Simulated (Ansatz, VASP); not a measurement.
**TiO2: VASP beside Ansatz**

```
Ti O
1.0
     4.59125    0.00000    0.00000
     0.00000    4.59125    0.00000
     0.00000    0.00000    2.93899
Ti O
2 4
Direct
  0.00252 0.99748 0.99356
  0.50000 0.50000 0.50000
  0.30444 0.30444 0.00000
  0.19556 0.80444 0.50000
  0.69556 0.69556 0.00000
  0.80444 0.19556 0.50000
```

Alike in both runs: task single point; functional PBEsol; k mesh 6 × 6 × 10; occupations gaussian, width 0.05 eV; no spin polarisation.

```csv
,VASP,Ansatz
version,VASP 6.6.1,Ansatz 0.2.0
potentials or method,"VASP PAW PBE potentials, release 64 (Ti_sv, O), cutoff 520 eV","scalar-relativistic, plane waves, PAW"
valence electrons in the cell,48,48
```

VASP gave:

```
gap on the k mesh at the Fermi level (eV)                     : 1.84
least direct gap on the mesh (eV)                             : 1.84
pressure (GPa)                                                : 0.7
traceless stress, the component that is largest in VASP (GPa) : 0.24
rms of the force components (eV/Å)                            : 0.102
```

Question: Which values does Ansatz return?

Answer: gap on the k mesh at the Fermi level (eV): 1.87; least direct gap on the mesh (eV): 1.87; pressure (GPa): 0.0; traceless stress, the component that is largest in VASP (GPa): 0.04; rms of the force components (eV/Å): 0.100.

VASP's potentials were made for PBE, not for PBEsol. Atom by atom the forces differ by 0.012 eV/Å (rms over components).
